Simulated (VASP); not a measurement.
Wanted: the native input for a VASP 6.6.1 run.

```yaml
Task: electric field gradients
Functional: r2SCAN
Potentials_or_basis: VASP PAW PBE potentials, release 64 (As, Bi_d)
Cutoff: 520 eV
k_mesh: 10 × 10 × 6
Occupations: fermi-dirac, width 0.08 eV
Spin: no spin polarisation
Dipole_correction: no
Further_INCAR_settings: ALGO = Normal; EDIFF = 1e-08; NBANDS = 28
```

Crystal: BiAs (wurtzite type).

```
CELL_PARAMETERS angstrom
5.03427 0.00000 0.00000
-2.51713 4.35980 0.00000
0.00000 0.00000 6.49567
ATOMIC_POSITIONS crystal
As 0.33333 0.66667 0.97259
As 0.66667 0.33333 0.47259
Bi 0.33333 0.66667 0.40341
Bi 0.66667 0.33333 0.90341
```

The input as run:

POSCAR

```
BiAs
1.0
    5.0342678860      0.0000000000      0.0000000000
   -2.5171339430      4.3598038787      0.0000000000
    0.0000000000      0.0000000000      6.4956657088
As Bi
2 2
Direct
    0.3333333333      0.6666666667     -0.0274116519
    0.6666666667      0.3333333333      0.4725883481
    0.3333333333      0.6666666667      0.4034116519
    0.6666666667      0.3333333333      0.9034116519
```

INCAR.step1

```
  PREC = Accurate
  ENCUT = 520
  ISMEAR = -1
  SIGMA = 0.08
  LREAL = F
  LASPH = T
  NELM = 100
  NBANDS = 28
  GGA = PE
  ALGO = Normal
  EDIFF = 1E-4
  LWAVE = T
  LCHARG = F
```

INCAR.step2

```
  PREC = Accurate
  ENCUT = 520
  EDIFF = 1E-8
  ISMEAR = -1
  SIGMA = 0.08
  LREAL = F
  LASPH = T
  NELM = 100
  ALGO = Normal
  ISIF = 2
  LWAVE = F
  LCHARG = F
  METAGGA = R2SCAN
  LMIXTAU = T
  LEFG = T
  NBANDS = 28
  ISTART = 1
```

KPOINTS

```
regular mesh
0
Gamma
  10 10 6
```

Potentials or basis: VASP PAW PBE potentials, release 64 (As, Bi_d).

The run is started by

```sh
$ cat potpaw_PBE.64/As/POTCAR potpaw_PBE.64/Bi_d/POTCAR > POTCAR
$ cp INCAR.step1 INCAR
$ mpirun -np 1 vasp_std > vasp.out
$ cp INCAR.step2 INCAR
$ mpirun -np 1 vasp_std > vasp.out
```

Results of the run:

| Item | Value |
| --- | --- |
| Pressure | -1.0 GPa |
| Largest force | 0.110 eV/Å |
| Band gap on the k mesh | 0.21 eV, indirect (least direct gap 1.01 eV) |

Caveat: without QUAD_EFG the Cq values of the log hold for a quadrupole moment of 1 mb, not for the nuclei; the PAW data sets were made with another functional, which shifts forces and pressure a little; spin-orbit coupling is left out, which moves the levels of the heavy elements.

Wall time 16 min on 1 thread of AMD EPYC 7R43 64-Core Processor (Zen 3) (shared host), peak memory 0.37 GiB.
